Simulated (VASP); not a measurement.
# Re (P6_3/mmc) in VASP: further runs

Re is run at these levels: PBE; tasks: single point.

Everything below comes from runs of VASP 6.6.1. Logs are shortened: lines on timing, memory, paths and dates and some standing lists are left out, and cuts for length are marked.

## Step 1: The cell of the first run

The structure is hexagonal, space group P6_3/mmc (No. 194). Conventional cell: a = 2.766 Å, b = 2.766 Å, c = 8.939 Å, α = 90.00°, β = 90.00°, γ = 120.00°. Re (site symmetry -6m2) has 12 Re at 2.75 to 2.77 Å within 3.6 Å. Within 3.6 Å of Re (site symmetry -3m) lie 12 Re at 2.75 to 2.77 Å.

## Step 2: Single point, PBE

Input file INCAR:

```
ALGO     = Normal         # electronic algorithm
EDIFF    = 1E-7           # SCF threshold, eV
ENCUT    = 520            # plane-wave cutoff, eV
GGA      = PE             # functional
ISIF     = 2              # what is computed and relaxed
ISMEAR   = 0              # smearing method
LASPH    = True           # aspherical terms in the spheres
LCHARG   = False          # write CHGCAR
LREAL    = False          # projectors in reciprocal space
LWAVE    = False          # write WAVECAR
NBANDS   = 22             # bands
NELM     = 80             # most SCF steps
PREC     = Accurate       # precision mode
SIGMA    = 0.014          # smearing width, eV
```

Input file KPOINTS:

```
k-points
0
Gamma
  11 11 3
```

Input file POSCAR:

```
Re
1.0
    2.7663873939      0.0000000000      0.0000000000
   -1.3831936969      2.3957617598      0.0000000000
    0.0000000000      0.0000000000      8.9388451600
Re
4
Direct
    0.6666666667      0.3333333333      0.7500000000
    0.0000000000      0.0000000000      0.5000000000
    0.3333333333      0.6666666667      0.2500000000
    0.0000000000      0.0000000000      0.0000000000
```

Potentials or basis: VASP PAW PBE potentials, release 64 (Re).

Launch:

```console
$ cat potpaw_PBE.64/Re/POTCAR > POTCAR
$ mpirun -np 1 vasp_std > vasp.out
```

OUTCAR:

```text
EDIFF = 1E-7
   ENCUT = 520
   GGA = PE
   ISIF = 2
   ISMEAR = 0
   LASPH = True
   LREAL = False
   NELM = 80
   PREC = Accurate

 ion  position               nearest neighbor table
   1  0.667  0.333  0.750-   2 2.75   4 2.75   2 2.75   4 2.75   2 2.75   4 2.75
   2  0.000  0.000  0.500-   1 2.75   3 2.75   3 2.75   1 2.75   1 2.75   3 2.75
   3  0.333  0.667  0.250-   2 2.75   4 2.75   2 2.75   4 2.75   2 2.75   4 2.75
   4  0.000  0.000  0.000-   1 2.75   3 2.75   3 2.75   1 2.75   1 2.75   3 2.75

  LATTYP: Found a hexagonal cell.
 ALAT       =     2.7663873939
 C/A-ratio  =     3.2312340563

  Lattice vectors:

 A1 = (   2.7663873939,   0.0000000000,   0.0000000000)
 A2 = (  -1.3831936969,   2.3957617598,   0.0000000000)
 A3 = (   0.0000000000,   0.0000000000,   8.9388451600)

Analysis of symmetry for initial positions (statically):
=====================================================================
 Subroutine PRICEL returns:
 Original cell was already a primitive cell.

 Routine SETGRP: Setting up the symmetry group for a
 hexagonal supercell.

 Subroutine GETGRP returns: Found 24 space group operations
 (whereof 12 operations were pure point group operations)
 out of a pool of 24 trial point group operations.

The static configuration has the point symmetry D_3d.
 The point group associated with its full space group is D_6h.

Analysis of symmetry for dynamics (positions and initial velocities):
=====================================================================
 Subroutine PRICEL returns:
 Original cell was already a primitive cell.

 Routine SETGRP: Setting up the symmetry group for a
 hexagonal supercell.

 Subroutine GETGRP returns: Found 24 space group operations
 (whereof 12 operations were pure point group operations)
 out of a pool of 24 trial point group operations.

The dynamic configuration has the point symmetry D_3d.
 The point group associated with its full space group is D_6h.

 Subroutine INISYM returns: Found 24 space group operations
 (whereof 12 operations are pure point group operations),
 and found     1 'primitive' translations

----------------------------------------------------------------------------------------

                                     Primitive cell

  volume of cell :      59.2431

  direct lattice vectors                    reciprocal lattice vectors
     2.766387394  0.000000000  0.000000000     0.361482272  0.208701887  0.000000000
    -1.383193697  2.395761760  0.000000000     0.000000000  0.417403774  0.000000000
     0.000000000  0.000000000  8.938845160     0.000000000  0.000000000  0.111871274

  length of vectors
     2.766387394  2.766387394  8.938845160     0.417403774  0.417403774  0.111871274

  position of ions in fractional coordinates (direct lattice)
     0.666666667  0.333333333  0.750000000
     0.000000000  0.000000000  0.500000000
     0.333333333  0.666666667  0.250000000
     0.000000000  0.000000000  0.000000000

  ion indices of the primitive-cell ions
   primitive index   ion index
                 1           1
                 2           2
                 3           3
                 4           4

----------------------------------------------------------------------------------------

 KPOINTS: k-points

Automatic generation of k-mesh.
 Grid dimensions read from file:
 generate k-points for:   11   11    3

 Generating k-lattice:

  Cartesian coordinates                     Fractional coordinates (reciprocal lattice)
     0.032862025  0.018972899  0.000000000     0.090909091  0.000000000  0.000000000
     0.000000000  0.037945798  0.000000000     0.000000000  0.090909091  0.000000000
     0.000000000  0.000000000  0.037290425     0.000000000  0.000000000  0.333333333

  Length of vectors
     0.037945798  0.037945798  0.037290425

  Shift w.r.t. Gamma in fractional coordinates (k-lattice)
     0.000000000  0.000000000  0.000000000

 Subroutine IBZKPT returns following result:
 ===========================================

 Found     32 irreducible k-points:

 Following reciprocal coordinates:
            Coordinates               Weight
  0.000000  0.000000  0.000000      1.000000
  0.090909 -0.000000  0.000000      6.000000
  0.181818  0.000000  0.000000      6.000000
  0.272727  0.000000  0.000000      6.000000
  0.363636  0.000000  0.000000      6.000000
  0.454545  0.000000  0.000000      6.000000
[... 16 lines left out ...]
  0.090909  0.090909  0.333333     12.000000
  0.181818  0.090909  0.333333     24.000000
 [... further k-points ...]
   k-points           NKPTS =     32   k-points in BZ     NKDIM =     32   number of bands    NBANDS=     22
   number of dos      NEDOS =    301   number of ions     NIONS =      4
   total plane-waves  NPLWV =  40320
   dimension x,y,z NGX =    24 NGY =   24 NGZ =   70
   dimension x,y,z NGXF=    48 NGYF=   48 NGZF=  140
   ions per type =               4
   NGX,Y,Z   is equivalent  to a cutoff of  14.42, 14.42, 13.02 a.u.
   NGXF,Y,Z  is equivalent  to a cutoff of  28.85, 28.85, 26.04 a.u.
 SYSTEM =  unknown system
   PREC   = accura    normal or accurate (medium, high low for compatibility)
   ISTART =      0    job   : 0-new  1-cont  2-samecut
   ICHARG =      2    charge: 1-file 2-atom 10-const
   ISPIN  =      1    spin polarized calculation?
   LNONCOLLINEAR =      F non collinear calculations
   LSORBIT =      F    spin-orbit coupling
   LASPH  =      T    aspherical Exc in radial PAW
   ENCUT  =  520.0 eV  38.22 Ry    6.18 a.u.   5.14  5.14 16.62*2*pi/ulx,y,z
   NELM   =     80;   NELMIN=  2; NELMDL= -5     # of ELM steps
   EDIFF  = 0.1E-06   stopping-criterion for ELM
   LREAL  =      F    real-space projection
   EDIFFG = 0.1E-05   stopping-criterion for IOM
   NSW    =      0    number of steps for IOM
   IBRION =     -1    ionic relax: 0-MD 1-quasi-New 2-CG
   NFREE  =      0    steps in history (QN), initial steepest desc. (CG)
   ISIF   =      2    stress and relaxation
   ISYM   =      2    0-nonsym 1-usesym 2-fastsym
   POTIM  = 0.5000    time-step for ionic-motion
   TEBEG  =    0.0;   TEEND  =   0.0 temperature during run
   PSTRESS=    0.0 pullay stress
   NELECT =      28.0000    total number of electrons
   NUPDOWN=      -1.0000    fix difference up-down
   EMIN   =  10.00;   EMAX   =-10.00  energy-range for DOS
   EFERMI =   0.00;   METHOD = LEGACY
   ISMEAR =     0;   SIGMA  =   0.01  broadening in eV -4-tet -1-fermi 0-gaus
   EFERMI_NEDOS =   21; number of points for ismear=-14 and -15
   IALGO  =     38    algorithm
   IMIX   =      4    mixing-type and parameters
     AMIX     =   0.40;   BMIX     =  1.00
     AMIX_MAG =   1.60;   BMIX_MAG =  1.00
  volume/ion in A,a.u.               =      14.81        99.95
  Fermi-wavevector in a.u.,A,eV,Ry     =   1.275209  2.409796 22.125236  1.626159
  Thomas-Fermi vector in A             =   2.407934
   LORBIT       =      0    0 simple, 1 ext, 2 COOP (PROOUT), +10 PAW based schemes
   GGA     = PE    functional components
   LHFCALC =     F    Hartree Fock is set to
   AEXX    =    0.0000 exact exchange contribution
   IVDW    =     0    specifies the selected vdW correction
   LEPSILON=     F    determine dielectric tensor
   LRPA    =     F    only Hartree local field effects (RPA)
 non-spin polarized calculation
 Gauss-broadening in eV      SIGMA  =   0.01
  energy-cutoff  :      520.00
  volume of cell :       59.24
 maximum number of plane-waves:      1607
 NGX is ok and might be reduce to    24
   NGX = 11   NGY = 11   NGZ = 33

 number of electron      27.9999999 magnetization

 Free energy of the ion-electron system (eV)
  ---------------------------------------------------
  ext. energy  EPLUGINS =         0.00000000
  ---------------------------------------------------
  free energy    TOTEN  =       -49.69277981 eV

  energy without entropy =      -49.69198670  energy(sigma->0) =      -49.69238325

 E-fermi :   7.8772     XC(G=0): -13.6943

 val. band max:        7.8463573640   @ k =   0.1818   0.0000   0.0000
 cond. band min:       7.8804384009   @ k =   0.1818   0.0909   0.3333
 fundamental gap:      0.0340810369
 Fermi energy:         7.8772300066

 k-point     1 :       0.0000    0.0000    0.0000
  band No.  band energies     occupation
      1      -2.0163      2.00000
      2       0.2824      2.00000
      3       0.3631      2.00000
      4       1.2471      2.00000
      5       5.3693      2.00000
      6       5.4587      2.00000
[... 14 lines left out ...]
     21      10.3796      0.00000
     22      10.3796      0.00000

 k-point     2 :       0.0909   -0.0000    0.0000
  band No.  band energies     occupation
      1      -1.6827      2.00000
      2       0.5925      2.00000
      3       0.6699      2.00000
      4       1.5644      2.00000
      5       4.9643      2.00000
      6       5.2367      2.00000
[... 14 lines left out ...]
     21      10.3237      0.00000
     22      10.4453      0.00000

 k-point     3 :       0.1818    0.0000    0.0000
  band No.  band energies     occupation
      1      -0.7620      2.00000
      2       1.3382      2.00000
      3       1.4002      2.00000
      4       2.3425      2.00000
      5       4.3158      2.00000
      6       4.7281      2.00000
[... 14 lines left out ...]
     21      10.5441      0.00000
     22      10.7246      0.00000

 k-point     4 :       0.2727    0.0000    0.0000
  band No.  band energies     occupation
      1       0.4557      2.00000
      2       1.8213      2.00000
      3       1.8922      2.00000
      4       2.7985      2.00000
      5       3.9674      2.00000
      6       4.1169      2.00000
[... 14 lines left out ...]
     21      11.1942      0.00000
     22      11.2761      0.00000

 k-point     5 :       0.3636    0.0000    0.0000
  band No.  band energies     occupation
      1       1.2383      2.00000
      2       1.6155      2.00000
      3       1.9798      2.00000
      4       2.6237      2.00000
      5       3.5475      2.00000
      6       3.6376      2.00000
[... 14 lines left out ...]
     21      11.8061      0.00000
     22      11.8190      0.00000

 k-point     6 :       0.4545    0.0000    0.0000
  band No.  band energies     occupation
      1       1.2663      2.00000
      2       1.3394      2.00000
      3       1.9042      2.00000
      4       2.6140      2.00000
      5       3.2193      2.00000
      6       3.6358      2.00000
[... 14 lines left out ...]
     21      12.2365      0.00000
     22      12.3015      0.00000

 k-point     7 :       0.0909    0.0909    0.0000
  band No.  band energies     occupation
      1      -1.0507      2.00000
      2       1.1380      2.00000
      3       1.2076      2.00000
      4       2.1342      2.00000
      5       4.4761      2.00000
      6       4.9165      2.00000
[... 324 lines left out ...]
      6       3.9804      2.00000
[... 14 lines left out ...]
     21      10.9858      0.00000
     22      11.7089      0.00000

 k-point    21 :       0.3636    0.0000    0.3333
  band No.  band energies     occupation
      1       1.3410      2.00000
      2       1.6212      2.00000
      3       2.0857      2.00000
      4       2.5388      2.00000
      5       3.0431      2.00000
      6       3.3177      2.00000
[... 14 lines left out ...]
     21      11.4024      0.00000
     22      11.8669      0.00000

 k-point    22 :       0.4545    0.0000    0.3333
  band No.  band energies     occupation
      1       1.4725      2.00000
      2       1.6251      2.00000
      3       1.8994      2.00000
      4       2.2329      2.00000
      5       2.7941      2.00000
      6       2.8982      2.00000
[... 14 lines left out ...]
     21      12.1908      0.00000
     22      12.6712      0.00000

 k-point    23 :       0.0909    0.0909    0.3333
  band No.  band energies     occupation
      1      -0.7582      2.00000
      2       0.0598      2.00000
      3       2.0021      2.00000
      4       2.1608      2.00000
      5       4.6848      2.00000
      6       4.9450      2.00000
[... 14 lines left out ...]
     21      10.7862      0.00000
     22      11.4536      0.00000

 k-point    24 :       0.1818    0.0909    0.3333
  band No.  band energies     occupation
      1       0.2888      2.00000
      2       0.9337      2.00000
      3       2.7478      2.00000
      4       2.9987      2.00000
      5       3.9162      2.00000
      6       4.1942      2.00000
[... 14 lines left out ...]
     21      10.8949      0.00000
     22      11.5776      0.00000

 [... further k-points ...]

------------------------ aborting loop because EDIFF is reached ----------------------------------------

  FORCE on cell =-STRESS in cart. coord.  units (eV):
  Direction    XX          YY          ZZ          XY          YZ          ZX
  --------------------------------------------------------------------------------------
  -------------------------------------------------------------------------------------
  Total        1.0015709      1.0015709      1.2617600      0.0000000      0.0000000      0.0000000
  in kB       27.0865852     27.0865852     34.1231651      0.0000000      0.0000000      0.0000000
  external PRESSURE =      29.4321118 kB  Pullay stress =       0.0000000 kB

 VOLUME and BASIS-vectors are now :
 -----------------------------------------------------------------------------
  energy-cutoff  :      520.00
  volume of cell :       59.24
      direct lattice vectors                 reciprocal lattice vectors
     2.766387394  0.000000000  0.000000000     0.361482272  0.208701887  0.000000000
    -1.383193697  2.395761760  0.000000000     0.000000000  0.417403774  0.000000000
     0.000000000  0.000000000  8.938845160     0.000000000  0.000000000  0.111871274

 POSITION                                       TOTAL-FORCE (eV/Angst)
 -----------------------------------------------------------------------------------
      1.38319      0.79859      6.70413         0.000000     -0.000000     -0.000000
      0.00000      0.00000      4.46942        -0.000000      0.000000     -0.000000
     -0.00000      1.59717      2.23471        -0.000000      0.000000      0.000000
      0.00000      0.00000      0.00000        -0.000000      0.000000     -0.000000
 -----------------------------------------------------------------------------------
    total drift:                               -0.000000      0.000000      0.000000

  FREE ENERGIE OF THE ION-ELECTRON SYSTEM (eV)
  ---------------------------------------------------
  free  energy   TOTEN  =       -49.6927798093 eV

  energy  without entropy=      -49.6919866998  energy(sigma->0) =      -49.69238325
```

Run time: 28 s. Hardware: 1 thread of Intel Xeon 6975P-C (Granite Rapids), shared host; peak memory 0.2 GiB.

Results:

| Property | Result |
| --- | --- |
| Free energy | -49.6928 eV |
| Pressure | 2.9 GPa |
| Band gap on the k mesh | zero (bands 14 and 15 overlap by 2.41 eV) |

Caveat: spin-orbit coupling is left out, which moves the levels of the heavy elements.

## Step 3: Single point, PBE

Input file INCAR:

```
SYSTEM = Re
ALGO = Fast
EDIFF = 1E-6
ENCUT = 520
GGA = PE
ISIF = 2
ISMEAR = 0
LASPH = .True.
LCHARG = .False.
LREAL = .False.
LWAVE = .False.
NBANDS = 22
NELM = 100
PREC = Accurate
SIGMA = 0.015
```

Input file KPOINTS:

```
k-points
0
Gamma
  11 11 3
  0 0 0
```

POSCAR is that of step 2.

Potentials or basis: VASP PAW PBE potentials, release 64 (Re).

Launch:

```console
$ cat potpaw_PBE.64/Re/POTCAR > POTCAR
$ mpirun -np 1 vasp_std > vasp.out
```

OUTCAR:

```text
SYSTEM = Re
   EDIFF = 1E-6
   ENCUT = 520
   GGA = PE
   ISIF = 2
   ISMEAR = 0
   LASPH = .True.
   LREAL = .False.
   NELM = 100
   PREC = Accurate

 ion  position               nearest neighbor table
   1  0.667  0.333  0.750-   2 2.75   4 2.75   2 2.75   4 2.75   2 2.75   4 2.75
   2  0.000  0.000  0.500-   1 2.75   3 2.75   3 2.75   1 2.75   1 2.75   3 2.75
   3  0.333  0.667  0.250-   2 2.75   4 2.75   2 2.75   4 2.75   2 2.75   4 2.75
   4  0.000  0.000  0.000-   1 2.75   3 2.75   3 2.75   1 2.75   1 2.75   3 2.75

[... 805 lines left out ...]
  --------------------------------------------------------------------------------------
  -------------------------------------------------------------------------------------
  Total        0.9942558      0.9942558      1.2573101      0.0000000      0.0000000      0.0000000
  in kB       26.8887528     26.8887528     34.0028216      0.0000000      0.0000000      0.0000000
  external PRESSURE =      29.2601091 kB  Pullay stress =       0.0000000 kB

 VOLUME and BASIS-vectors are now :
 -----------------------------------------------------------------------------
  energy-cutoff  :      520.00
  volume of cell :       59.24
      direct lattice vectors                 reciprocal lattice vectors
     2.766387394  0.000000000  0.000000000     0.361482272  0.208701887  0.000000000
    -1.383193697  2.395761760  0.000000000     0.000000000  0.417403774  0.000000000
     0.000000000  0.000000000  8.938845160     0.000000000  0.000000000  0.111871274

 POSITION                                       TOTAL-FORCE (eV/Angst)
 -----------------------------------------------------------------------------------
      1.38319      0.79859      6.70413        -0.000000      0.000000      0.000000
      0.00000      0.00000      4.46942         0.000000      0.000000      0.000000
     -0.00000      1.59717      2.23471         0.000000     -0.000000      0.000000
      0.00000      0.00000      0.00000         0.000000      0.000000      0.000000
 -----------------------------------------------------------------------------------
    total drift:                               -0.000000      0.000000      0.000000

  FREE ENERGIE OF THE ION-ELECTRON SYSTEM (eV)
  ---------------------------------------------------
  free  energy   TOTEN  =       -49.6928355537 eV

  energy  without entropy=      -49.6919774634  energy(sigma->0) =      -49.69240651
```

stdout:

```text
POSCAR found type information on POSCAR Re
 POSCAR found :  1 types and       4 ions
 scaLAPACK will be used
 LDA part: xc-table for (Slater+PW92), standard interpolation
 POSCAR, INCAR and KPOINTS ok, starting setup
 FFT: planning ... GRIDC
 FFT: planning ... GRID_SOFT
 FFT: planning ... GRID
 WAVECAR not read
 entering main loop
```

Run time: 34 s. Hardware: 1 thread of Intel Xeon 6975P-C (Granite Rapids), shared host; peak memory 0.2 GiB.

Results:

```yaml
Free_energy: -49.6928 eV
Pressure: 2.9 GPa
Band_gap_on_the_k_mesh: zero (bands 14 and 15 overlap by 2.41 eV)
```

Levels at points of the mesh, in eV from the Fermi level:
```
           k point  band 11  band 12  band 13  band 14  band 15  band 16  band 17  band 18
(0.00, 0.00, 0.00)    -1.61    -1.19    -1.19    -1.09    -1.09     0.52     0.65     0.65
```

Caveat: spin-orbit coupling is left out, which moves the levels of the heavy elements.

(Continued in part 2 of 2.)
